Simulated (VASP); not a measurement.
Here is a VASP 6.6.1 calculation.

The input INCAR:

```
PREC = Accurate
ENCUT = 600
EDIFF = 1E-7
ISMEAR = 0
SIGMA = 0.05
LREAL = F
LASPH = T
NELM = 60
ALGO = Normal
ISIF = 8
LWAVE = F
LCHARG = F
GGA = PS
IBRION = 2
NSW = 80
EDIFFG = -0.02
```

The input KPOINTS:

```
regular mesh
0
Gamma
  9 9 5
```

The input POSCAR:

```
Sc
1.0
    3.3090000000      0.0000000000      0.0000000000
   -1.6545000000      2.8656800000      0.0000000000
    0.0000000000      0.0000000000      5.2733000000
Sc
2
Direct
    0.3333333333      0.6666666667      0.2500000000
    0.6666666667      0.3333333333      0.7500000000
```

Potentials or basis: VASP PAW PBE potentials, release 64 (Sc_sv).

Command:

```console
$ cat potpaw_PBE.64/Sc_sv/POTCAR > POTCAR
$ mpirun -np 1 vasp_std > vasp.out
```

**Question.** Predict the relaxed volume.

**Answer.** 23.70 Å³/atom.

**Question.** Estimate the relaxed cell.

**Answer.** a = 3.251 Å, b = 3.251 Å, c = 5.180 Å, α = 90.00°, β = 90.00°, γ = 120.00°.

Stress tensor (GPa, compression positive):
```
 0.63  0.00  0.00
 0.00  0.63  0.00
 0.00  0.00 -1.26
```

Caveat: the PAW data sets were made with another functional, which shifts forces and pressure a little.
